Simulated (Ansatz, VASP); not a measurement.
## One calculation of MnF2, two programs

```xyz
6
Lattice="4.8734 0.0000 0.0000 0.0000 4.8734 0.0000 0.0000 0.0000 3.3099" Properties=species:S:1:pos:R:3 pbc="T T T"
Mn    0.0000    0.0000    0.0000
Mn    2.4367    2.4367    1.6549
F     1.4864    1.4864    0.0000
F     0.9503    3.9231    1.6549
F     3.3870    3.3870    0.0000
F     3.9231    0.9503    1.6549
```

Alike in both runs: task single point; functional PBE; k mesh 4 × 4 × 6; occupations gaussian, width 0.05 eV; collinear spin.

|  | VASP | Ansatz |
| --- | --- | --- |
| version | VASP 6.6.1 | Ansatz 0.2.0 |
| potentials or method | VASP PAW PBE potentials, release 64 (Mn_pv, F), cutoff 520 eV | scalar-relativistic, plane waves, PAW |
| valence electrons in the cell | 54 | 58 |

Ansatz gave:

* gap on the k mesh at the Fermi level (eV): 2.17
* least direct gap on the mesh (eV): 2.24
* pressure (GPa): 2.7
* traceless stress, the component that is largest in VASP (GPa): 0.05
* rms of the force components (eV/Å): 0.043
* net moment per atom (μB): 0.00
* size of the moment on the site where the two differ most (μB): 4.14

**Question.** Which values does VASP return?

**Answer.** gap on the k mesh at the Fermi level (eV): 2.20; least direct gap on the mesh (eV): 2.26; pressure (GPa): 2.7; traceless stress, the component that is largest in VASP (GPa): 0.10; rms of the force components (eV/Å): 0.044; net moment per atom (μB): 0.00; size of the moment on the site where the two differ most (μB): 4.54.

Site moments also hang on the region over which each program counts them. Atom by atom the forces differ by 0.001 eV/Å (rms over components). The functional is the same, so the differences come from potentials, cutoffs and numerics. VASP's potentials hold 54 valence electrons a cell and Ansatz's 58, so a difference there can come from the potentials and not from the codes. Ansatz's warnings: stability check not made, stress scf threshold loose.
